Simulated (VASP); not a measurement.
Pb, 1 atom in the cell. It takes space group Fm-3m (No. 225, cubic). Conventional cell: a = 4.950 Å, b = 4.950 Å, c = 4.950 Å, α = 90.00°, β = 90.00°, γ = 90.00°. Pb (site symmetry m-3m) has 12 Pb at 3.50 Å within 4.6 Å. 

```yaml
Program: VASP 6.6.1
Task: single point
Functional: PBE
Potentials_or_basis: VASP PAW PBE potentials, release 64 (Pb_d)
Cutoff: 500 eV
k_mesh: 9 × 9 × 9
Occupations: fermi-dirac, width 0.1 eV
Spin: no spin polarisation
Dipole_correction: no
Further_INCAR_settings: ALGO = Normal; EDIFF = 1e-06; NBANDS = 13
```

Potentials or basis: VASP PAW PBE potentials, release 64 (Pb_d).

Launch:

```console
$ cat potpaw_PBE.64/Pb_d/POTCAR > POTCAR
$ mpirun -np 1 vasp_std > vasp.out
```

Hardware: 1 thread of Intel(R) Xeon(R) Platinum 8488C (Sapphire Rapids), on a shared host.

Estimate the wall time of this run.

Run time: 7.5 s on 1 thread of Intel(R) Xeon(R) Platinum 8488C (Sapphire Rapids), on a shared host, peak memory 0.16 GiB. Counts: scf iterations 10, k points 35.
